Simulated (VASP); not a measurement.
# BaS (Fm-3m) in VASP: single point with PBE

Aim: the single point of BaS with PBE.

All numbers are computed with VASP 6.6.1; they aren't measurements. Logs are shortened: lines on timing, memory, paths and dates and some standing lists are left out, and cuts for length are marked.

## 1. The cell of the first run

It takes space group Fm-3m (No. 225, cubic). Conventional cell: a = 6.428 Å, b = 6.428 Å, c = 6.428 Å, α = 90.00°, β = 90.00°, γ = 90.00°. Ba (site symmetry m-3m) has 6 S at 3.21 Å within 4.2 Å. S (site symmetry m-3m) has 6 Ba at 3.21 Å within 4.2 Å.

## 2. Single point, PBE

File INCAR:

```
ALGO     = Normal         # electronic algorithm
EDIFF    = 1E-7           # SCF threshold, eV
ENCUT    = 520            # plane-wave cutoff, eV
GGA      = PE             # functional
ISIF     = 2              # what is computed and relaxed
ISMEAR   = 0              # smearing method
LASPH    = T              # aspherical terms in the spheres
LCHARG   = T              # write CHGCAR
LELF     = T              # ELF
LREAL    = F              # projectors in reciprocal space
LVHAR    = T            
LWAVE    = F              # write WAVECAR
NBANDS   = 24             # bands
NELM     = 60             # most SCF steps
PREC     = Accurate       # precision mode
SIGMA    = 0.05           # smearing width, eV
```

File KPOINTS:

```
k-points
0
Gamma
  7 7 7
```

File POSCAR:

```
BaS
1.0
    0.0000000000      6.4284086082      6.4284086082
    3.2142043041      0.0000000000      3.2142043041
    3.2142043041      3.2142043041      0.0000000000
Ba S
2 2
Direct
    0.2500000000      0.5000000000      0.5000000000
    0.7500000000      0.5000000000      0.5000000000
    0.0000000000      0.0000000000      0.0000000000
    0.5000000000      0.0000000000      0.0000000000
```

Potentials or basis: VASP PAW PBE potentials, release 64 (Ba_sv, S).

Command:

```bash
cat potpaw_PBE.64/Ba_sv/POTCAR potpaw_PBE.64/S/POTCAR > POTCAR
mpirun -np 1 vasp_std > vasp.out
```

OUTCAR:

```text
EDIFF = 1E-7
   ENCUT = 520
   GGA = PE
   ISIF = 2
   ISMEAR = 0
   LASPH = T
   LREAL = F
   NELM = 60
   PREC = Accurate

 ion  position               nearest neighbor table
   1  0.250  0.500  0.500-   3 3.21   3 3.21   4 3.21   3 3.21   4 3.21   4 3.21   2 4.55   2 4.55
                             2 4.55   2 4.55   2 4.55   2 4.55
   2  0.750  0.500  0.500-   4 3.21   3 3.21   4 3.21   3 3.21   4 3.21   3 3.21   1 4.55   1 4.55
                             1 4.55   1 4.55   1 4.55   1 4.55
   3  0.000  0.000  0.000-   2 3.21   1 3.21   2 3.21   1 3.21   2 3.21   1 3.21
   4  0.500  0.000  0.000-   1 3.21   1 3.21   2 3.21   1 3.21   2 3.21   2 3.21

  LATTYP: Found a trigonal (rhomboedric) cell.
 ALAT       =     7.8731604741
 COS(alpha) =     0.8333333333

  Lattice vectors:

 A1 = (   3.2142043041,  -3.2142043041,  -6.4284086082)
 A2 = (   6.4284086082,  -3.2142043041,  -3.2142043041)
 A3 = (   3.2142043041,  -6.4284086082,  -3.2142043041)

Analysis of symmetry for initial positions (statically):
=====================================================================
 Subroutine PRICEL returns following result:

  LATTYP: Found a face centered cubic cell.
 ALAT       =     6.4284086082

  Lattice vectors:

 A1 = (   0.0000000000,   3.2142043041,   3.2142043041)
 A2 = (   3.2142043041,   0.0000000000,   3.2142043041)
 A3 = (   3.2142043041,   3.2142043041,   0.0000000000)

   2 primitive cells build up your supercell.

 Routine SETGRP: Setting up the symmetry group for a
 trigonal (rhombohedral) supercell.

 Subroutine GETGRP returns: Found 12 space group operations
 (whereof 12 operations were pure point group operations)
 out of a pool of 12 trial point group operations.

The static configuration has the point symmetry D_3d.

Analysis of symmetry for dynamics (positions and initial velocities):
=====================================================================
 Subroutine PRICEL returns following result:

  LATTYP: Found a face centered cubic cell.
 ALAT       =     6.4284086082

  Lattice vectors:

 A1 = (   0.0000000000,   3.2142043041,   3.2142043041)
 A2 = (   3.2142043041,   0.0000000000,   3.2142043041)
 A3 = (   3.2142043041,   3.2142043041,   0.0000000000)

   2 primitive cells build up your supercell.

 Routine SETGRP: Setting up the symmetry group for a
 trigonal (rhombohedral) supercell.

 Subroutine GETGRP returns: Found 12 space group operations
 (whereof 12 operations were pure point group operations)
 out of a pool of 12 trial point group operations.

The dynamic configuration has the point symmetry D_3d.

 Subroutine INISYM returns: Found 12 space group operations
 (whereof 12 operations are pure point group operations),
 and found     2 'primitive' translations

----------------------------------------------------------------------------------------

                                     Primitive cell

  volume of cell :      66.4126

  direct lattice vectors                    reciprocal lattice vectors
     0.000000000  3.214204304  3.214204304    -0.155559496  0.155559496  0.155559496
     3.214204304  0.000000000  3.214204304     0.155559496 -0.155559496  0.155559496
     3.214204304  3.214204304  0.000000000     0.155559496  0.155559496 -0.155559496

  length of vectors
     4.545571319  4.545571319  4.545571319     0.269436950  0.269436950  0.269436950

  position of ions in fractional coordinates (direct lattice)
     0.500000000  0.500000000  0.500000000
     0.000000000  0.000000000  0.000000000

  ion indices of the primitive-cell ions
   primitive index   ion index
                 1           1
                 2           3

----------------------------------------------------------------------------------------

 KPOINTS: k-points

Automatic generation of k-mesh.
 Grid dimensions read from file:
 generate k-points for:    7    7    7

 Generating k-lattice:

  Cartesian coordinates                     Fractional coordinates (reciprocal lattice)
    -0.011111393  0.011111393  0.011111393     0.142857143  0.000000000  0.000000000
     0.022222785 -0.022222785  0.022222785     0.000000000  0.142857143  0.000000000
     0.022222785  0.022222785 -0.022222785     0.000000000  0.000000000  0.142857143

  Length of vectors
     0.019245496  0.038490993  0.038490993

  Shift w.r.t. Gamma in fractional coordinates (k-lattice)
     0.000000000  0.000000000  0.000000000

 Subroutine IBZKPT returns following result:
 ===========================================

 Found     44 irreducible k-points:

 Following reciprocal coordinates:
            Coordinates               Weight
  0.000000  0.000000  0.000000      1.000000
  0.142857  0.000000  0.000000      2.000000
  0.285714  0.000000  0.000000      2.000000
  0.428571  0.000000  0.000000      2.000000
  0.000000  0.142857  0.000000      6.000000
  0.142857  0.142857  0.000000      6.000000
[... 16 lines left out ...]
 -0.428571  0.428571  0.000000      6.000000
 -0.285714  0.428571  0.000000      6.000000
 [... further k-points ...]
   k-points           NKPTS =     44   k-points in BZ     NKDIM =     44   number of bands    NBANDS=     24
   number of dos      NEDOS =    301   number of ions     NIONS =      4
   total plane-waves  NPLWV =  90720
   dimension x,y,z NGX =    70 NGY =   36 NGZ =   36
   dimension x,y,z NGXF=   140 NGYF=   72 NGZF=   72
   ions per type =               2   2
   NGX,Y,Z   is equivalent  to a cutoff of  12.80, 13.17, 13.17 a.u.
   NGXF,Y,Z  is equivalent  to a cutoff of  25.60, 26.33, 26.33 a.u.
 SYSTEM =  unknown system
   PREC   = accura    normal or accurate (medium, high low for compatibility)
   ISTART =      0    job   : 0-new  1-cont  2-samecut
   ICHARG =      2    charge: 1-file 2-atom 10-const
   ISPIN  =      1    spin polarized calculation?
   LNONCOLLINEAR =      F non collinear calculations
   LSORBIT =      F    spin-orbit coupling
   LASPH  =      T    aspherical Exc in radial PAW
   ENCUT  =  520.0 eV  38.22 Ry    6.18 a.u.  16.90  8.45  8.45*2*pi/ulx,y,z
   NELM   =     60;   NELMIN=  2; NELMDL= -5     # of ELM steps
   EDIFF  = 0.1E-06   stopping-criterion for ELM
   LREAL  =      F    real-space projection
   EDIFFG = 0.1E-05   stopping-criterion for IOM
   NSW    =      0    number of steps for IOM
   IBRION =     -1    ionic relax: 0-MD 1-quasi-New 2-CG
   NFREE  =      0    steps in history (QN), initial steepest desc. (CG)
   ISIF   =      2    stress and relaxation
   ISYM   =      2    0-nonsym 1-usesym 2-fastsym
   POTIM  = 0.5000    time-step for ionic-motion
   TEBEG  =    0.0;   TEEND  =   0.0 temperature during run
   PSTRESS=    0.0 pullay stress
   NELECT =      32.0000    total number of electrons
   NUPDOWN=      -1.0000    fix difference up-down
   EMIN   =  10.00;   EMAX   =-10.00  energy-range for DOS
   EFERMI =   0.00;   METHOD = LEGACY
   ISMEAR =     0;   SIGMA  =   0.05  broadening in eV -4-tet -1-fermi 0-gaus
   EFERMI_NEDOS =   21; number of points for ismear=-14 and -15
   IALGO  =     38    algorithm
   IMIX   =      4    mixing-type and parameters
     AMIX     =   0.40;   BMIX     =  1.00
     AMIX_MAG =   1.60;   BMIX_MAG =  1.00
  volume/ion in A,a.u.               =      33.21       224.09
  Fermi-wavevector in a.u.,A,eV,Ry     =   1.018665  1.924998 14.118469  1.037678
  Thomas-Fermi vector in A             =   2.152135
   LORBIT       =      0    0 simple, 1 ext, 2 COOP (PROOUT), +10 PAW based schemes
   GGA     = PE    functional components
   LHFCALC =     F    Hartree Fock is set to
   AEXX    =    0.0000 exact exchange contribution
   IVDW    =     0    specifies the selected vdW correction
   LEPSILON=     F    determine dielectric tensor
   LRPA    =     F    only Hartree local field effects (RPA)
 non-spin polarized calculation
 Gauss-broadening in eV      SIGMA  =   0.05
  energy-cutoff  :      520.00
  volume of cell :      132.83
 maximum number of plane-waves:      3613
 NGX is ok and might be reduce to    70
   NGX = 33   NGY = 17   NGZ = 17

 number of electron      32.0000001 magnetization

 Free energy of the ion-electron system (eV)
  ---------------------------------------------------
  ext. energy  EPLUGINS =         0.00000000
  ---------------------------------------------------
  free energy    TOTEN  =       -20.38533712 eV

  energy without entropy =      -20.38533712  energy(sigma->0) =      -20.38533712

 E-fermi :   1.6183     XC(G=0):  -8.5465

 val. band max:        1.3554132497   @ k =   0.0000   0.0000   0.0000
 cond. band min:       3.5526560197   @ k =  -0.1429   0.4286   0.0000
 fundamental gap:      2.1972427701
 Fermi energy:         1.6182845375

 k-point     1 :       0.0000    0.0000    0.0000
  band No.  band energies     occupation
      1     -24.7802      2.00000
      2     -24.7396      2.00000
      3     -10.8921      2.00000
      4      -9.8742      2.00000
      5      -9.8742      2.00000
      6      -9.8378      2.00000
[... 16 lines left out ...]
     23       6.8319      0.00000
     24       6.9879      0.00000

 k-point     2 :       0.1429    0.0000    0.0000
  band No.  band energies     occupation
      1     -24.7782      2.00000
      2     -24.7416      2.00000
      3     -10.8586      2.00000
      4      -9.9440      2.00000
      5      -9.8724      2.00000
      6      -9.8724      2.00000
[... 16 lines left out ...]
     23       6.3915      0.00000
     24       7.3230      0.00000

 k-point     3 :       0.2857    0.0000    0.0000
  band No.  band energies     occupation
      1     -24.7726      2.00000
      2     -24.7473      2.00000
      3     -10.7600      2.00000
      4     -10.1644      2.00000
      5      -9.8674      2.00000
      6      -9.8674      2.00000
[... 16 lines left out ...]
     23       6.6935      0.00000
     24       6.8603      0.00000
[... 514 lines left out ...]
 k-point    23 :      -0.4286    0.4286    0.0000
  band No.  band energies     occupation
      1     -24.7363      2.00000
      2     -24.7335      2.00000
      3     -10.6971      2.00000
      4     -10.4737      2.00000
      5     -10.0311      2.00000
      6     -10.0098      2.00000
[... 16 lines left out ...]
     23       8.0479      0.00000
     24       8.1607      0.00000

 k-point    24 :      -0.2857    0.4286    0.0000
  band No.  band energies     occupation
      1     -24.7368      2.00000
      2     -24.7331      2.00000
      3     -10.8008      2.00000
      4     -10.3752      2.00000
      5     -10.0164      2.00000
      6      -9.9923      2.00000
[... 16 lines left out ...]
     23       8.1628      0.00000
     24       8.3811      0.00000

 [... further k-points ...]
[... 5 lines left out ...]
  --------------------------------------------------------------------------------------
  -------------------------------------------------------------------------------------
  Total        0.4565230      0.4565230      0.4565230     -0.0000253      0.0000253     -0.0000253
  in kB        5.5067176      5.5067176      5.5067176     -0.0003050      0.0003050     -0.0003050
  external PRESSURE =       5.5067176 kB  Pullay stress =       0.0000000 kB

 VOLUME and BASIS-vectors are now :
 -----------------------------------------------------------------------------
  energy-cutoff  :      520.00
  volume of cell :      132.83
      direct lattice vectors                 reciprocal lattice vectors
     0.000000000  6.428408608  6.428408608    -0.077779748  0.077779748  0.077779748
     3.214204304  0.000000000  3.214204304     0.155559496 -0.155559496  0.155559496
     3.214204304  3.214204304  0.000000000     0.155559496  0.155559496 -0.155559496

 POSITION                                       TOTAL-FORCE (eV/Angst)
 -----------------------------------------------------------------------------------
      3.21420      3.21420      3.21420        -0.000000      0.000000      0.000000
      3.21420      6.42841      6.42841         0.000000     -0.000000     -0.000000
      0.00000      0.00000      0.00000         0.000000      0.000000      0.000000
      0.00000      3.21420      3.21420         0.000000      0.000000      0.000000
 -----------------------------------------------------------------------------------
    total drift:                               -0.000000     -0.000000     -0.000000

  FREE ENERGIE OF THE ION-ELECTRON SYSTEM (eV)
  ---------------------------------------------------
  free  energy   TOTEN  =       -20.3853371173 eV

  energy  without entropy=      -20.3853371173  energy(sigma->0) =      -20.38533712
```

It took 1.8 min on 1 thread of AMD EPYC 9R45 (Zen 5), shared host; peak memory 0.32 GiB.

What came out:

- Free energy: -20.3853 eV
- Pressure: 0.6 GPa
- Band gap on the k mesh: 2.20 eV

Levels at points of the mesh, in eV from the valence-band top:
| k point | band 14 | band 15 | band 16 | band 17 | band 18 | band 19 |
| --- | --- | --- | --- | --- | --- | --- |
| (0.00, 0.00, 0.00) | 0.00 | 0.00 | 0.00 | 3.51 | 3.87 | 3.87 |

Caveat: spin-orbit coupling is left out, which moves the levels of the heavy elements. As with any semilocal functional, this PBE gap is likely too small.
